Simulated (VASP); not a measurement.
Crystal: Mg3CdSe4.

```
CELL_PARAMETERS angstrom
4.27741 0.00000 0.00000
0.00000 4.29052 6.04448
0.00000 -4.29052 6.04448
ATOMIC_POSITIONS crystal
Mg 0.00000 0.00048 0.00048
Mg 0.50000 0.00006 0.49964
Mg 0.50000 0.49964 0.00006
Cd 0.00000 0.50129 0.50129
Se 0.50000 0.36093 0.36093
Se 0.00000 0.36709 0.89436
Se 0.00000 0.89436 0.36709
Se 0.50000 0.87614 0.87614
```

The cell was generated, and may not be a known phase.

```yaml
Program: VASP 6.6.1
Task: relaxation of cell and atoms
Functional: PBE
Potentials_or_basis: VASP PAW PBE potentials, release 64 (Mg, Cd, Se)
Cutoff: 600 eV
k_mesh: 3 × 2 × 2
Occupations: gaussian, width 0.15 eV
Spin: no spin polarisation
```

At the start: pressure -0.1 GPa; volume 27.73 Å³/atom.

**Question.** How do energy, volume and symmetry change on relaxing?

**Answer.** Over 5 steps the energy falls by 10.3 meV/atom and the volume is 27.69 Å³/atom (-0.2 %); space group Amm2 (No. 38, to 0.1 Å) before and after.

The path:
```csv
step,energy change (eV),largest force (eV/Å),pressure (GPa),volume (Å³)
1,0.0000,0.7268,-0.10,221.86
2,-0.0535,0.4291,-0.03,221.29
3,-0.0806,0.1000,0.16,220.48
4,-0.0806,0.0925,0.15,220.51
5,-0.0825,0.0572,-0.05,221.51
```

Final structure:
```
Mg Cd Se
1.0
     4.30911    0.00000    0.00000
     0.00000    4.28551    5.99763
     0.00000   -4.28551    5.99763
Mg Cd Se
3 1 4
Direct
  0.00000 0.99874 0.99874
  0.50000 0.99682 0.50278
  0.50000 0.50278 0.99682
  0.00000 0.50129 0.50129
  0.50000 0.36807 0.36807
  0.00000 0.37193 0.88515
  0.00000 0.88515 0.37193
  0.50000 0.87523 0.87523
```

Caveat: the k points lie up to 0.49 Å⁻¹ apart in the final cell; the relaxation stopped at a loose force limit of 0.08 eV/Å, so its end isn't a converged minimum.
